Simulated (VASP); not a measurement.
The system is Li2H.

```xyz
6
Lattice="1.4030 -2.4133 -0.0086 -4.0027 -2.2941 0.0013 -0.0253 1.5761 -5.1718" Properties=species:S:1:pos:R:3 pbc="T T T"
Li   -2.6329   -3.1338   -3.8526
Li   -1.3364   -0.8436   -3.9770
Li   -1.3591   -2.4413   -1.1773
Li    0.0380    0.0699   -1.1340
H    -1.3492   -2.2643   -5.3194
H     0.1080   -0.0291   -5.2441
```

* Program: VASP 6.6.1
* Task: relaxation of cell and atoms
* Functional: PBE
* Potentials or basis: VASP PAW PBE potentials, release 64 (Li_sv, H)
* Cutoff: 600 eV
* k mesh: 8 × 4 × 8
* Occupations: gaussian, width 0.2 eV
* Spin: no spin polarisation

At the start: pressure 2.2 GPa; volume 11.11 Å³/atom.

Where does the relaxation end?

Over 10 steps the energy falls by 39.6 meV/atom and the volume is 11.63 Å³/atom (+4.6 %); space group Cm (No. 8, to 0.05 Å).

Step by step:
| step | energy change (eV) | largest force (eV/Å) | pressure (GPa) | volume (Å³) |
| --- | --- | --- | --- | --- |
| 1 | 0.0000 | 0.9190 | 2.22 | 66.66 |
| 2 | -0.1093 | 0.5944 | 1.17 | 68.15 |
| 3 | -0.2110 | 0.1604 | -0.80 | 72.16 |
| 4 | -0.2111 | 0.1653 | -0.74 | 72.02 |
| 5 | -0.2214 | 0.1340 | -0.52 | 71.30 |
| 6 | -0.2321 | 0.0970 | 0.10 | 69.44 |
| 7 | -0.2360 | 0.0455 | 0.17 | 69.15 |
| 8 | -0.2363 | 0.0380 | 0.19 | 69.06 |
| 9 | -0.2370 | 0.0268 | 0.07 | 69.38 |
| 10 | -0.2374 | 0.0219 | -0.06 | 69.75 |

Final structure:
```yaml
crystal:
  lattice:
    - [1.39714, -2.42425, -0.00333]
    - [-4.22422, -2.44234, -0.01497]
    - [-0.00572, 1.60565, -5.10479]
  atoms:
    - { symbol: Li, position: [0.87930, 0.96062, 0.74941] }
    - { symbol: Li, position: [0.38695, 0.46142, 0.76091] }
    - { symbol: Li, position: [0.61807, 0.53982, 0.25046] }
    - { symbol: Li, position: [0.11621, 0.03836, 0.23887] }
    - { symbol: H, position: [0.00067, 0.66632, 0.00175] }
    - { symbol: H, position: [0.49790, 0.16649, 0.99679] }
```

Caveat: the cutoff is under 1.25 times the usual one of these potentials, so pressure, stress and relaxed cells hold a basis-set (Pulay) error.
